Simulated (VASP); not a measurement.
# TaF3 (Pm-3m) in VASP: further runs, part 2 of 2

VASP 6.6.1. Earlier steps stand in the parts before.

## (3) Single point, PBE+U

This run uses another cell than the first one, of 17.94 Å³/atom, 1.005 times its volume.

File INCAR:

```
PREC     = Accurate       # precision mode
ENCUT    = 520            # plane-wave cutoff, eV
EDIFF    = 1E-6           # SCF threshold, eV
ISMEAR   = -1             # smearing method
SIGMA    = 0.05           # smearing width, eV
LREAL    = F              # projectors in reciprocal space
LASPH    = T              # aspherical terms in the spheres
NELM     = 150            # most SCF steps
ALGO     = Normal         # electronic algorithm
ISIF     = 2              # what is computed and relaxed
LWAVE    = F              # write WAVECAR
LCHARG   = F              # write CHGCAR
LMAXMIX  = 4              # l up to which the mixer works
LDAU     = T              # DFT+U
LDAUTYPE = 2            
LDAUL    = 2 -1           # shell
LDAUU    = 5 0            # U, eV
LDAUJ    = 0 0          
LDAUPRINT= 1            
GGA      = PE             # functional
NBANDS   = 24             # bands
```

File KPOINTS:

```
regular mesh
0
Gamma
  7 7 7
```

File POSCAR:

```
TaF3
1.0
    4.1557405207      0.0000000000      0.0000000000
    0.0000000000      4.1557405207      0.0000000000
    0.0000000000      0.0000000000      4.1557405207
Ta F
1 3
Direct
    0.0000000000      0.0000000000      0.0000000000
    0.0000000000      0.0000000000      0.5000000000
    0.0000000000      0.5000000000      0.0000000000
    0.5000000000      0.0000000000      0.0000000000
```

Potentials or basis: VASP PAW PBE potentials, release 64 (Ta_pv, F).

Started as:

```bash
cat potpaw_PBE.64/Ta_pv/POTCAR potpaw_PBE.64/F/POTCAR > POTCAR
mpirun -np 1 vasp_std > vasp.out
```

OUTCAR:

```text
PREC = Accurate
   ENCUT = 520
   EDIFF = 1E-6
   ISMEAR = -1
   LREAL = F
   LASPH = T
   NELM = 150
   ISIF = 2
   GGA = PE

 ion  position               nearest neighbor table
   1  0.000  0.000  0.000-   2 2.08   3 2.08   4 2.08   2 2.08   3 2.08   4 2.08
   2  0.000  0.000  0.500-   1 2.08   1 2.08
   3  0.000  0.500  0.000-   1 2.08   1 2.08
   4  0.500  0.000  0.000-   1 2.08   1 2.08

  LATTYP: Found a simple cubic cell.
 ALAT       =     4.1557405207
[... 765 lines left out ...]

  FORCE on cell =-STRESS in cart. coord.  units (eV):
  Direction    XX          YY          ZZ          XY          YZ          ZX
  --------------------------------------------------------------------------------------
  -------------------------------------------------------------------------------------
  Total        0.8848005      0.8848005      0.8848005      0.0000000      0.0000000      0.0000000
  in kB       19.7519821     19.7519821     19.7519821      0.0000000      0.0000000      0.0000000
  external PRESSURE =      19.7519821 kB  Pullay stress =       0.0000000 kB

 VOLUME and BASIS-vectors are now :
 -----------------------------------------------------------------------------
  energy-cutoff  :      520.00
  volume of cell :       71.77
      direct lattice vectors                 reciprocal lattice vectors
     4.155740521  0.000000000  0.000000000     0.240631001  0.000000000  0.000000000
     0.000000000  4.155740521  0.000000000     0.000000000  0.240631001  0.000000000
     0.000000000  0.000000000  4.155740521     0.000000000  0.000000000  0.240631001

 POSITION                                       TOTAL-FORCE (eV/Angst)
 -----------------------------------------------------------------------------------
      0.00000      0.00000      0.00000         0.000000      0.000000      0.000000
      0.00000      0.00000      2.07787         0.000000      0.000000      0.000000
      0.00000      2.07787      0.00000         0.000000      0.000000      0.000000
      2.07787      0.00000      0.00000         0.000000      0.000000      0.000000
 -----------------------------------------------------------------------------------
    total drift:                                0.000000      0.000000     -0.000000

  FREE ENERGIE OF THE ION-ELECTRON SYSTEM (eV)
  ---------------------------------------------------
  free  energy   TOTEN  =       -22.4916232216 eV

  energy  without entropy=      -22.4520962366  energy(sigma->0) =      -22.47185973
```

OSZICAR:

```text
N       E                     dE             d eps       ncg     rms          rms(c)
DAV:   1     0.261396373465E+03    0.26140E+03   -0.17615E+04   960   0.127E+03
DAV:   2    -0.123675593988E+02   -0.27376E+03   -0.26497E+03  1240   0.350E+02
DAV:   3    -0.255515971804E+02   -0.13184E+02   -0.13080E+02  1200   0.781E+01
DAV:   4    -0.256569690953E+02   -0.10537E+00   -0.10533E+00  1016   0.801E+00
DAV:   5    -0.256580443843E+02   -0.10753E-02   -0.10752E-02  1256   0.762E-01    0.201E+01
DAV:   6    -0.224356412168E+02    0.32224E+01   -0.11046E+01  1024   0.286E+01    0.884E+00
DAV:   7    -0.224511799054E+02   -0.15539E-01   -0.33338E-01   968   0.471E+00    0.599E+00
DAV:   8    -0.224976014543E+02   -0.46422E-01   -0.96296E-02  1064   0.261E+00    0.991E-01
DAV:   9    -0.224885206729E+02    0.90808E-02   -0.32369E-02  1096   0.138E+00    0.851E-01
DAV:  10    -0.224911030692E+02   -0.25824E-02   -0.23853E-03   976   0.514E-01    0.697E-02
DAV:  11    -0.224915933045E+02   -0.49024E-03   -0.50357E-04   976   0.175E-01    0.556E-02
DAV:  12    -0.224916121798E+02   -0.18875E-04   -0.59130E-05  1136   0.535E-02    0.764E-03
DAV:  13    -0.224916228915E+02   -0.10712E-04   -0.10209E-05   904   0.203E-02    0.190E-03
DAV:  14    -0.224916232216E+02   -0.33012E-06   -0.64684E-07   864   0.711E-03
   1 F= -.22491623E+02 E0= -.22471860E+02  d E =-.395270E-01
```

Wall time 24 s (1 thread of AMD EPYC 7R43 (Zen 3), shared host); peak memory 0.15 GiB.

What came out:

```yaml
Free_energy: -22.4916 eV
Pressure: 2.0 GPa
Band_gap_on_the_k_mesh: zero (band 16 reaches 4.55 eV, above the bottom of band 17 at 2.58 eV)
```

Eigenvalues of the final occupation matrices:
| site | spin | trace | eigenvalues |
| --- | --- | --- | --- |
| site 1 d | 1 | 1.11 | 0.13 0.13 0.29 0.29 0.29 |
| site 1 d | 2 | 1.11 | 0.13 0.13 0.29 0.29 0.29 |

Caveat: spin-orbit coupling is left out, which moves the levels of the heavy elements; U without spin polarisation on a metal has little footing.

## (4) Single point, PBE+U

This run uses another cell than the first one, of 18.03 Å³/atom, 1.010 times its volume.

File INCAR:

```
  ALGO = Normal
  EDIFF = 1E-6
  ENCUT = 520
  GGA = PE
  ISIF = 2
  ISMEAR = -1
  LASPH = T
  LCHARG = T
  LDAU = T
  LDAUJ = 0 0
  LDAUL = 2 -1
  LDAUPRINT = 1
  LDAUTYPE = 2
  LDAUU = 6 0
  LELF = T
  LMAXMIX = 4
  LREAL = F
  LVHAR = T
  LWAVE = F
  NBANDS = 24
  NELM = 150
  PREC = Accurate
  SIGMA = 0.05
```

File KPOINTS:

```
k-points
0
Gamma
  7 7 7
```

File POSCAR:

```
TaF3
1.0
    4.1626376095      0.0000000000      0.0000000000
    0.0000000000      4.1626376095      0.0000000000
    0.0000000000      0.0000000000      4.1626376095
Ta F
1 3
Direct
    0.0000000000      0.0000000000      0.0000000000
    0.0000000000      0.0000000000      0.5000000000
    0.0000000000      0.5000000000      0.0000000000
    0.5000000000      0.0000000000      0.0000000000
```

Started as:

```bash
cat potpaw_PBE.64/Ta_pv/POTCAR potpaw_PBE.64/F/POTCAR > POTCAR
mpirun -np 1 vasp_std > vasp.out
```

It took 23 s on 1 thread of AMD EPYC 7R43 (Zen 3), shared host; peak memory 0.15 GiB.

Results (log left out):

| Item | Value |
| --- | --- |
| Free energy | -21.6687 eV |
| Pressure | 2.3 GPa |
| Band gap on the k mesh | zero (band 16 reaches 4.56 eV, above the bottom of band 17 at 2.61 eV) |

Levels at points of the mesh, in eV from the Fermi level:
```csv
k point,band 14,band 15,band 16,band 17,band 18,band 19
"(0.00, 0.00, 0.00)",-8.20,-8.20,-0.83,-0.83,-0.83,-0.56
```

Eigenvalues of the final occupation matrices:
```
    site  spin  trace               eigenvalues
site 1 d     1   1.09  0.12 0.12 0.28 0.28 0.28
site 1 d     2   1.09  0.12 0.12 0.28 0.28 0.28
```

Caveat: spin-orbit coupling is left out, which moves the levels of the heavy elements; U without spin polarisation on a metal has little footing.

## (5) Single point, PBE+U

This run uses another cell than the first one, of 18.23 Å³/atom, 1.021 times its volume.

File INCAR:

```
SYSTEM = TaF3
ALGO = Normal ; EDIFF = 1E-6
ENCUT = 520 ; GGA = PE
ISIF = 2 ; ISMEAR = -1
LASPH = .TRUE. ; LCHARG = .FALSE.
LDAU = .TRUE. ; LDAUJ = 0 0
LDAUL = 2 -1 ; LDAUPRINT = 1
LDAUTYPE = 2 ; LDAUU = 8 0
LMAXMIX = 4 ; LREAL = .FALSE.
LWAVE = .FALSE. ; NBANDS = 24
NELM = 150 ; PREC = Accurate
SIGMA = 0.05
```

File KPOINTS:

```
k-points
0
G
  7 7 7
  0 0 0
```

File POSCAR:

```
TaF3
1.0
    4.1775069525      0.0000000000      0.0000000000
    0.0000000000      4.1775069525      0.0000000000
    0.0000000000      0.0000000000      4.1775069525
Ta F
1 3
Direct
    0.0000000000      0.0000000000      0.0000000000
    0.0000000000      0.0000000000      0.5000000000
    0.0000000000      0.5000000000      0.0000000000
    0.5000000000      0.0000000000      0.0000000000
```

Started as:

```bash
cat potpaw_PBE.64/Ta_pv/POTCAR potpaw_PBE.64/F/POTCAR > POTCAR
mpirun -np 1 vasp_std > vasp.out
```

Run time: 22 s. Hardware: 1 thread of AMD EPYC 7R43 (Zen 3), shared host; peak memory 0.15 GiB.

Results (log left out):

| Quantity | Value |
| --- | --- |
| Free energy | -20.0656 eV |
| Pressure | 2.8 GPa |
| Band gap on the k mesh | zero (band 16 reaches 4.59 eV, above the bottom of band 17 at 2.69 eV) |

Levels at points of the mesh, in eV from the Fermi level:
```csv
k point,band 13,band 14,band 15,band 16,band 17,band 18,band 19,band 20
"(0.00, 0.00, 0.00)",-8.25,-8.25,-8.25,-0.80,-0.80,-0.80,-0.73,2.79
```

Eigenvalues of the final occupation matrices:
```tsv
site	spin	trace	eigenvalues
site 1 d	1	1.04	0.11 0.11 0.27 0.27 0.27
site 1 d	2	1.04	0.11 0.11 0.27 0.27 0.27
```

Caveat: spin-orbit coupling is left out, which moves the levels of the heavy elements; U without spin polarisation on a metal has little footing.

## (6) Summary

```tsv
U	cell	gap on the mesh (eV)	pressure (GPa)
Ta d U = 4.0 eV	a = 4.149 Å, 4 atoms	none	1.6
Ta d U = 5.0 eV	a = 4.156 Å, 4 atoms	none	2.0
Ta d U = 6.0 eV	a = 4.163 Å, 4 atoms	none	2.3
Ta d U = 8.0 eV	a = 4.178 Å, 4 atoms	none	2.8
```

Alike in all rows: task single point; level PBE+U; potentials or basis VASP PAW PBE potentials, release 64 (Ta_pv, F); no spin polarisation; k mesh 7 × 7 × 7; cutoff (eV) 520; smearing fermi-dirac 0.05 eV.

Caveats: spin-orbit coupling is left out, which moves the levels of the heavy elements; U without spin polarisation on a metal has little footing.

Total energies depend on the potentials used, so only differences within one code and one set of settings carry meaning.
